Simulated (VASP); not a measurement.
**WC: single point with r2SCAN**

WC:

```
CELL_PARAMETERS angstrom
2.91284 0.00000 0.00000
-1.45642 2.52259 0.00000
0.00000 0.00000 2.83618
ATOMIC_POSITIONS crystal
W 0.00000 0.00000 0.00000
C 0.66667 0.33333 0.50000
```

```json
{"Program": "VASP 6.6.1", "Task": "single point", "Functional": "r2SCAN", "Potentials or basis": "VASP PAW PBE potentials, release 64 (W_sv, C_h)", "Cutoff": "1430 eV", "k mesh": "13 × 13 × 12", "Occupations": "fermi-dirac, width 0.1 eV", "Spin": "no spin polarisation", "Dipole correction": "no", "Further INCAR settings": "ALGO = Normal; EDIFF = 1e-06; NBANDS = 16"}
```

```
Pressure               : 1.7 GPa
Band gap on the k mesh : zero (bands 9 and 10 overlap by 1.32 eV)
```

Stress tensor (GPa, compression positive):
```
1.62 0.00 0.00
0.00 1.62 0.00
0.00 0.00 1.72
```

Levels at points of the mesh, in eV from the Fermi level:
| k point | band 5 | band 6 | band 7 | band 8 | band 9 | band 10 | band 11 | band 12 | band 13 | band 14 |
| --- | --- | --- | --- | --- | --- | --- | --- | --- | --- | --- |
| (0.00, 0.00, 0.00) | -15.22 | -4.48 | -3.49 | -3.49 | 0.11 | 3.39 | 3.39 | 5.93 | 5.93 | 6.74 |
| (0.00, 0.00, 0.50) | -11.13 | -8.99 | -2.12 | -2.12 | -0.58 | -0.58 | 3.83 | 4.81 | 4.81 | 10.53 |

It took 6.5 min on 1 thread of AMD EPYC 9R45 96-Core Processor (Zen 5), on a shared host, peak memory 0.36 GiB.

Caveat: the PAW data sets were made with another functional, which shifts forces and pressure a little; spin-orbit coupling is left out, which moves the levels of the heavy elements.
